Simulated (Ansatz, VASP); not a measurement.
**One calculation of N, two programs**

```
CELL_PARAMETERS angstrom
5.76198 0.00000 0.00000
0.00000 5.76198 0.00000
0.00000 0.00000 5.64900
ATOMIC_POSITIONS crystal
N 0.03000 0.03000 0.03000
N 0.47000 0.97000 0.53000
N 0.53000 0.47000 0.97000
N 0.97000 0.53000 0.47000
```

Change from the starting cell: equal xx and yy strain of +2 %.

Alike in both runs: task single point; functional PBEsol; k mesh 4 × 4 × 4; occupations fermi-dirac, width 0.02 eV; no spin polarisation.

|  | VASP | Ansatz |
| --- | --- | --- |
| version | VASP 6.6.1 | Ansatz 0.2.0 |
| potentials or method | VASP PAW PBE potentials, release 64 (N), cutoff 520 eV | all-electron LAPW, scalar-relativistic |

|  | VASP | Ansatz | Ansatz less VASP |
| --- | --- | --- | --- |
| pressure (GPa) | -3.8 | -3.7 | +0.04 |
| traceless stress, the component that is largest in VASP (GPa) | -0.10 | -0.10 | +0.001 |
| rms of the force components (eV/Å) | 0.212 | 0.213 | +0.0007 |

VASP's potentials were made for PBE, not for PBEsol. Atom by atom the forces differ by 0.001 eV/Å (rms over components). Ansatz ran all-electron here, and VASP with PAW potentials.
